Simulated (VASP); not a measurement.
# Fe2F (P4_2/mnm) in VASP: notebook

Runs on Fe2F. Level: PBE. Tasks: single point.

Everything below comes from runs of VASP 6.6.1. Logs are shortened: lines on timing, memory, paths and dates and some standing lists are left out, and cuts for length are marked.

## 1. The cell of the first run

Symmetry: P4_2/mnm, No. 136, tetragonal system. Conventional cell: a = 4.746 Å, b = 4.746 Å, c = 3.057 Å, α = 90.00°, β = 90.00°, γ = 90.00°. Within 2.7 Å of Fe (site symmetry m2m) lie 3 F at 2.01 to 2.05 Å and 1 Fe at 2.60 Å. Within 2.7 Å of F (site symmetry mmm) lie 6 Fe at 2.01 to 2.05 Å.

## 2. Single point, PBE, collinear spin, ferromagnetic start

Input file INCAR:

```
SYSTEM = Fe2F
PREC = Accurate ; ENCUT = 520
EDIFF = 1E-7 ; ISMEAR = 0
SIGMA = 0.1 ; LREAL = .False.
LASPH = .True. ; NELM = 150
ALGO = Normal ; ISIF = 2
LWAVE = .False. ; LCHARG = .True.
ISPIN = 2 ; MAGMOM = 4 4 4 4 0 0
LORBIT = 11 ; LMAXMIX = 4
GGA = PE ; LELF = .True.
LVHAR = .True. ; NBANDS = 36
```

Input file KPOINTS:

```
regular mesh
0
Gamma
  4 4 6
  0 0 0
```

Input file POSCAR:

```
Fe2F
1.0
    4.7457763202      0.0000000000      0.0000000000
    0.0000000000      4.7457763202      0.0000000000
    0.0000000000      0.0000000000      3.0567592798
Fe F
4 2
Direct
    0.3060000000      0.3060000000      0.0000000000
    0.1940000000      0.8060000000      0.5000000000
    0.6940000000      0.6940000000      0.0000000000
    0.8060000000      0.1940000000      0.5000000000
    0.0000000000      0.0000000000      0.0000000000
    0.5000000000      0.5000000000      0.5000000000
```

Potentials or basis: VASP PAW PBE potentials, release 64 (Fe, F).

Launch:

```console
$ cat potpaw_PBE.64/Fe/POTCAR potpaw_PBE.64/F/POTCAR > POTCAR
$ mpirun -np 1 vasp_std > vasp.out
```

OUTCAR:

```text
SYSTEM = Fe2F
   PREC = Accurate
   ENCUT = 520
   EDIFF = 1E-7
   ISMEAR = 0
   LREAL = .False.
   LASPH = .True.
   NELM = 150
   ISIF = 2
   ISPIN = 2
   LORBIT = 11
   GGA = PE

 ion  position               nearest neighbor table
   1  0.306  0.306  0.000-   6 2.01   6 2.01   5 2.05   3 2.60   4 2.87   2 2.87   4 2.87   2 2.87
                             2 2.87   2 2.87   4 2.87   4 2.87
   2  0.194  0.806  0.500-   5 2.01   5 2.01   6 2.05   4 2.60   1 2.87   1 2.87   3 2.87   3 2.87
                             1 2.87   1 2.87   3 2.87   3 2.87
   3  0.694  0.694  0.000-   6 2.01   6 2.01   5 2.05   1 2.60   4 2.87   2 2.87   4 2.87   2 2.87
                             4 2.87   4 2.87   2 2.87   2 2.87
   4  0.806  0.194  0.500-   5 2.01   5 2.01   6 2.05   2 2.60   3 2.87   1 2.87   3 2.87   1 2.87
                             3 2.87   3 2.87   1 2.87   1 2.87
   5  0.000  0.000  0.000-   2 2.01   4 2.01   2 2.01   4 2.01   3 2.05   1 2.05
   6  0.500  0.500  0.500-   1 2.01   3 2.01   1 2.01   3 2.01   2 2.05   4 2.05

  LATTYP: Found a simple tetragonal cell.
 ALAT       =     4.7457763202
 C/A-ratio  =     0.6441010013

  Lattice vectors:

 A1 = (   4.7457763202,   0.0000000000,   0.0000000000)
 A2 = (   0.0000000000,   4.7457763202,   0.0000000000)
 A3 = (   0.0000000000,   0.0000000000,   3.0567592798)

Analysis of symmetry for initial positions (statically):
=====================================================================
 Subroutine PRICEL returns:
 Original cell was already a primitive cell.

 Routine SETGRP: Setting up the symmetry group for a
 simple tetragonal supercell.

 Subroutine GETGRP returns: Found 16 space group operations
 (whereof  8 operations were pure point group operations)
 out of a pool of 16 trial point group operations.

The static configuration has the point symmetry D_2h.
 The point group associated with its full space group is D_4h.

Analysis of symmetry for dynamics (positions and initial velocities):
=====================================================================
 Subroutine PRICEL returns:
 Original cell was already a primitive cell.

 Routine SETGRP: Setting up the symmetry group for a
 simple tetragonal supercell.

 Subroutine GETGRP returns: Found 16 space group operations
 (whereof  8 operations were pure point group operations)
 out of a pool of 16 trial point group operations.

The dynamic configuration has the point symmetry D_2h.
 The point group associated with its full space group is D_4h.

Analysis of structural, dynamic, and magnetic symmetry:
=====================================================================
 Subroutine PRICEL returns:
 Original cell was already a primitive cell.

 Routine SETGRP: Setting up the symmetry group for a
 simple tetragonal supercell.

 Subroutine GETGRP returns: Found 16 space group operations
 (whereof  8 operations were pure point group operations)
 out of a pool of 16 trial point group operations.

The overall configuration has the point symmetry D_2h.
 The point group associated with its full space group is D_4h.

 Subroutine INISYM returns: Found 16 space group operations
 (whereof  8 operations are pure point group operations),
 and found     1 'primitive' translations

----------------------------------------------------------------------------------------

                                     Primitive cell

  volume of cell :      68.8455

  direct lattice vectors                    reciprocal lattice vectors
     4.745776320  0.000000000  0.000000000     0.210713681  0.000000000  0.000000000
     0.000000000  4.745776320  0.000000000     0.000000000  0.210713681  0.000000000
     0.000000000  0.000000000  3.056759280     0.000000000  0.000000000  0.327143850

  length of vectors
     4.745776320  4.745776320  3.056759280     0.210713681  0.210713681  0.327143850

  position of ions in fractional coordinates (direct lattice)
     0.306000000  0.306000000  0.000000000
     0.194000000  0.806000000  0.500000000
     0.694000000  0.694000000  0.000000000
     0.806000000  0.194000000  0.500000000
     0.000000000  0.000000000  0.000000000
     0.500000000  0.500000000  0.500000000

  ion indices of the primitive-cell ions
   primitive index   ion index
                 1           1
                 2           2
                 3           3
                 4           4
                 5           5
                 6           6

----------------------------------------------------------------------------------------

 KPOINTS: regular mesh

Automatic generation of k-mesh.
 Grid dimensions read from file:
 generate k-points for:    4    4    6

 Generating k-lattice:

  Cartesian coordinates                     Fractional coordinates (reciprocal lattice)
     0.052678420  0.000000000  0.000000000     0.250000000  0.000000000  0.000000000
     0.000000000  0.052678420  0.000000000     0.000000000  0.250000000  0.000000000
     0.000000000  0.000000000  0.054523975     0.000000000  0.000000000  0.166666667

  Length of vectors
     0.052678420  0.052678420  0.054523975

  Shift w.r.t. Gamma in fractional coordinates (k-lattice)
     0.000000000  0.000000000  0.000000000

 Subroutine IBZKPT returns following result:
 ===========================================

 Found     24 irreducible k-points:

 Following reciprocal coordinates:
            Coordinates               Weight
  0.000000  0.000000  0.000000      1.000000
  0.250000  0.000000  0.000000      4.000000
  0.500000  0.000000  0.000000      2.000000
  0.250000  0.250000  0.000000      4.000000
  0.500000  0.250000  0.000000      4.000000
  0.500000  0.500000  0.000000      1.000000
[... 16 lines left out ...]
  0.500000  0.250000  0.500000      4.000000
  0.500000  0.500000  0.500000      1.000000
   k-points           NKPTS =     24   k-points in BZ     NKDIM =     24   number of bands    NBANDS=     36
   number of dos      NEDOS =    301   number of ions     NIONS =      6
   total plane-waves  NPLWV =  31104
   dimension x,y,z NGX =    36 NGY =   36 NGZ =   24
   dimension x,y,z NGXF=    72 NGYF=   72 NGZF=   48
   ions per type =               4   2
   NGX,Y,Z   is equivalent  to a cutoff of  12.61, 12.61, 13.05 a.u.
   NGXF,Y,Z  is equivalent  to a cutoff of  25.22, 25.22, 26.11 a.u.
 SYSTEM =  Fe2F
   PREC   = accura    normal or accurate (medium, high low for compatibility)
   ISTART =      0    job   : 0-new  1-cont  2-samecut
   ICHARG =      2    charge: 1-file 2-atom 10-const
   ISPIN  =      2    spin polarized calculation?
   LNONCOLLINEAR =      F non collinear calculations
   LSORBIT =      F    spin-orbit coupling
   LASPH  =      T    aspherical Exc in radial PAW
   ENCUT  =  520.0 eV  38.22 Ry    6.18 a.u.   8.82  8.82  5.68*2*pi/ulx,y,z
   NELM   =    150;   NELMIN=  2; NELMDL= -5     # of ELM steps
   EDIFF  = 0.1E-06   stopping-criterion for ELM
   LREAL  =      F    real-space projection
   EDIFFG = 0.1E-05   stopping-criterion for IOM
   NSW    =      0    number of steps for IOM
   IBRION =     -1    ionic relax: 0-MD 1-quasi-New 2-CG
   NFREE  =      0    steps in history (QN), initial steepest desc. (CG)
   ISIF   =      2    stress and relaxation
   ISYM   =      2    0-nonsym 1-usesym 2-fastsym
   POTIM  = 0.5000    time-step for ionic-motion
   TEBEG  =    0.0;   TEEND  =   0.0 temperature during run
   PSTRESS=    0.0 pullay stress
   NELECT =      46.0000    total number of electrons
   NUPDOWN=      -1.0000    fix difference up-down
   EMIN   =  10.00;   EMAX   =-10.00  energy-range for DOS
   EFERMI =   0.00;   METHOD = LEGACY
   ISMEAR =     0;   SIGMA  =   0.10  broadening in eV -4-tet -1-fermi 0-gaus
   EFERMI_NEDOS =   21; number of points for ismear=-14 and -15
   IALGO  =     38    algorithm
   IMIX   =      4    mixing-type and parameters
     AMIX     =   0.40;   BMIX     =  1.00
     AMIX_MAG =   1.60;   BMIX_MAG =  1.00
  volume/ion in A,a.u.               =      11.47        77.43
  Fermi-wavevector in a.u.,A,eV,Ry     =   1.431206  2.704587 27.869507  2.048351
  Thomas-Fermi vector in A             =   2.550968
   LORBIT       =     11    0 simple, 1 ext, 2 COOP (PROOUT), +10 PAW based schemes
   GGA     = PE    functional components
   LHFCALC =     F    Hartree Fock is set to
   AEXX    =    0.0000 exact exchange contribution
   IVDW    =     0    specifies the selected vdW correction
   LEPSILON=     F    determine dielectric tensor
   LRPA    =     F    only Hartree local field effects (RPA)
 spin polarized calculation
 Gauss-broadening in eV      SIGMA  =   0.10
  energy-cutoff  :      520.00
  volume of cell :       68.85
 maximum number of plane-waves:      1883
 NGX is ok and might be reduce to    36
   NGX = 17   NGY = 17   NGZ = 11

 number of electron      46.0000006 magnetization      11.8509495

 Free energy of the ion-electron system (eV)
  ---------------------------------------------------
  ext. energy  EPLUGINS =         0.00000000
  ---------------------------------------------------
  free energy    TOTEN  =       -34.94100957 eV

  energy without entropy =      -34.91301629  energy(sigma->0) =      -34.92701293

 E-fermi :   5.8787     XC(G=0): -11.9516

 val. band max:        5.8641667985   @ k =   0.0000   0.0000   0.1667
 cond. band min:       5.8842871736   @ k =   0.5000   0.2500   0.1667
 fundamental gap:      0.0201203750
 Fermi energy:         5.8786562611

 spin component 1

 k-point     1 :       0.0000    0.0000    0.0000
  band No.  band energies     occupation
      1     -22.3870      1.00000
      2     -22.1688      1.00000
      3      -4.8053      1.00000
      4      -4.8053      1.00000
      5      -4.5971      1.00000
      6      -4.0963      1.00000
[... 27 lines left out ...]
     34      14.2352      0.00000
     35      14.4540      0.00000

 k-point     2 :       0.2500    0.0000    0.0000
  band No.  band energies     occupation
      1     -22.3541      1.00000
      2     -22.1997      1.00000
      3      -4.7658      1.00000
      4      -4.6999      1.00000
      5      -4.5102      1.00000
      6      -4.2940      1.00000
[... 828 lines left out ...]
 k-point    24 :       0.5000    0.5000    0.5000
  band No.  band energies     occupation
      1     -22.1679      1.00000
      2     -22.1679      1.00000
      3      -5.1278      1.00000
      4      -5.1278      1.00000
      5      -4.2984      1.00000
      6      -4.2984      1.00000
[... 27 lines left out ...]
     34       9.9558      0.00000
     35      11.5195      0.00000
 Fermi energy:         5.8786562611

 spin component 2

 k-point     1 :       0.0000    0.0000    0.0000
  band No.  band energies     occupation
      1     -22.1186      1.00000
      2     -21.8999      1.00000
      3      -4.4258      1.00000
      4      -4.4258      1.00000
      5      -4.0162      1.00000
      6      -3.7051      1.00000
[... 27 lines left out ...]
     34      14.9726      0.00000
     35      14.9726      0.00000

 k-point     2 :       0.2500    0.0000    0.0000
  band No.  band energies     occupation
      1     -22.0856      1.00000
      2     -21.9308      1.00000
      3      -4.3950      1.00000
      4      -4.3183      1.00000
      5      -3.9490      1.00000
      6      -3.9204      1.00000
[... 828 lines left out ...]
 k-point    24 :       0.5000    0.5000    0.5000
  band No.  band energies     occupation
      1     -21.8961      1.00000
      2     -21.8961      1.00000
      3      -4.7456      1.00000
      4      -4.7456      1.00000
      5      -3.9237      1.00000
      6      -3.9237      1.00000
[... 27 lines left out ...]
     34      11.3366      0.00000
     35      12.4987      0.00000
 [bands above 35 left out]

------------------------ aborting loop because EDIFF is reached ----------------------------------------

  FORCE on cell =-STRESS in cart. coord.  units (eV):
  Direction    XX          YY          ZZ          XY          YZ          ZX
  --------------------------------------------------------------------------------------
  -------------------------------------------------------------------------------------
  Total        6.1182319      6.1182319     12.1125782      0.0000000      0.0000000      0.0000000
  in kB      142.3838560    142.3838560    281.8846376      0.0000000      0.0000000      0.0000000
  external PRESSURE =     188.8841165 kB  Pullay stress =       0.0000000 kB

 VOLUME and BASIS-vectors are now :
 -----------------------------------------------------------------------------
  energy-cutoff  :      520.00
  volume of cell :       68.85
      direct lattice vectors                 reciprocal lattice vectors
     4.745776320  0.000000000  0.000000000     0.210713681  0.000000000  0.000000000
     0.000000000  4.745776320  0.000000000     0.000000000  0.210713681  0.000000000
     0.000000000  0.000000000  3.056759280     0.000000000  0.000000000  0.327143850

 POSITION                                       TOTAL-FORCE (eV/Angst)
 -----------------------------------------------------------------------------------
      1.45221      1.45221      0.00000        -0.889494     -0.889494      0.000000
      0.92068      3.82510      1.52838         0.889494     -0.889494      0.000000
      3.29357      3.29357      0.00000         0.889494      0.889494     -0.000000
      3.82510      0.92068      1.52838        -0.889494      0.889494     -0.000000
      0.00000      0.00000      0.00000        -0.000000     -0.000000      0.000000
      2.37289      2.37289      1.52838        -0.000000     -0.000000      0.000000
 -----------------------------------------------------------------------------------
    total drift:                               -0.000000      0.000000      0.000000

  FREE ENERGIE OF THE ION-ELECTRON SYSTEM (eV)
  ---------------------------------------------------
  free  energy   TOTEN  =       -34.9410095686 eV

  energy  without entropy=      -34.9130162874  energy(sigma->0) =      -34.92701293

 total charge

# of ion       s       p       d       tot
------------------------------------------
    1        0.329   0.333   6.272   6.934
    2        0.329   0.333   6.272   6.934
    3        0.329   0.333   6.272   6.934
    4        0.329   0.333   6.272   6.934
    5        1.764   4.382   0.000   6.146
    6        1.764   4.382   0.000   6.146
--------------------------------------------------
tot          4.845  10.096  25.087  40.028

 magnetization (x)

# of ion       s       p       d       tot
------------------------------------------
    1        0.002  -0.022   2.965   2.944
    2        0.002  -0.022   2.965   2.944
    3        0.002  -0.022   2.965   2.944
    4        0.002  -0.022   2.965   2.944
    5        0.019   0.112   0.000   0.131
    6        0.019   0.112   0.000   0.131
--------------------------------------------------
tot          0.044   0.136  11.860  12.040
```

It took 70 s on 1 thread of Intel Xeon Platinum 8488C (Sapphire Rapids), shared host; peak memory 0.25 GiB.

What came out:

- Free energy: -34.9410 eV
- Pressure: 18.9 GPa
- Largest force: 1.258 eV/Å
- Net moment: 11.85 μB per cell
- Site moments: Fe +2.94; F +0.13 μB
- Valence electrons inside the program's atomic spheres: Fe 6.93; F 6.15

Forces on the atoms (eV/Å):
```
Fe  -0.889 -0.889  0.000
Fe   0.889 -0.889  0.000
Fe   0.889  0.889  0.000
Fe  -0.889  0.889  0.000
F    0.000  0.000  0.000
F    0.000  0.000  0.000
```

Stress tensor (GPa, compression positive):
```
14.24  0.00  0.00
 0.00 14.24  0.00
 0.00  0.00 28.19
```

Caveat: the cell stands under pressure; only a ferromagnetic start was run, and an antiferromagnetic order may lie lower in energy; forces of over 1 eV/Å act on the atoms, so gaps and moduli don't describe the material at rest. With open d or f shells a metallic result of PBE can be an artefact of self-interaction; +U or a hybrid may open a gap.

[end of part 1 of 2]
